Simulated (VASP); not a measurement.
Wanted: the native input for a VASP 6.6.1 run.

```yaml
Task: density of states
Functional: PBE
Potentials_or_basis: VASP PAW PBE potentials, release 64 (Be)
Cutoff: 520 eV
k_mesh: 18 × 18 × 18
Occupations: fermi-dirac, width 0.1 eV
Spin: no spin polarisation
Dipole_correction: no
k_mesh_for_the_DOS: 27 × 27 × 27
Occupations_for_the_DOS: tetrahedron
Further_INCAR_settings: ALGO = Normal; EDIFF = 1e-07
```

Be:

```xyz
1
Lattice="-1.2690 1.2690 1.2690 1.2690 -1.2690 1.2690 1.2690 1.2690 -1.2690" Properties=species:S:1:pos:R:3 pbc="T T T"
Be    0.0000    0.0000    0.0000
```

The input as run:

POSCAR

```
Be
1.0
   -1.2689950000      1.2689950000      1.2689950000
    1.2689950000     -1.2689950000      1.2689950000
    1.2689950000      1.2689950000     -1.2689950000
Be
1
Direct
    0.0000000000      0.0000000000      0.0000000000
```

INCAR.step1

```
SYSTEM = Be
PREC = Accurate
ENCUT = 520
EDIFF = 1E-7
ISMEAR = -1
SIGMA = 0.1
LREAL = .FALSE.
LASPH = .TRUE.
NELM = 60
ALGO = Normal
ISIF = 2
LWAVE = .FALSE.
LCHARG = .TRUE.
GGA = PE
NBANDS = 7
```

KPOINTS.step1

```
Automatic mesh
0
G
  18 18 18
  0 0 0
```

INCAR.step2

```
SYSTEM = Be
PREC = Accurate
ENCUT = 520
EDIFF = 1E-7
ISMEAR = -5
SIGMA = 0.1
LREAL = .FALSE.
LASPH = .TRUE.
NELM = 60
ALGO = Normal
ISIF = 2
LWAVE = .FALSE.
LCHARG = .FALSE.
GGA = PE
LORBIT = 11
NEDOS = 2001
ICHARG = 11
```

KPOINTS.step2

```
Automatic mesh
0
G
  27 27 27
  0 0 0
```

Potentials or basis: VASP PAW PBE potentials, release 64 (Be).

The run is started by

```bash
$ cat potpaw_PBE.64/Be/POTCAR > POTCAR
$ cp INCAR.step1 INCAR
$ cp KPOINTS.step1 KPOINTS
$ mpirun -np 1 vasp_std > vasp.out
$ cp INCAR.step2 INCAR
$ cp KPOINTS.step2 KPOINTS
$ mpirun -np 1 vasp_std > vasp.out
```

Results of the run:

| Quantity | Value |
| --- | --- |
| Valence electrons inside the program's atomic spheres | Be 1.13 |

Wall time 12 s on 1 thread of Intel Xeon 6975P-C, on a shared host, peak memory 0.14 GiB.
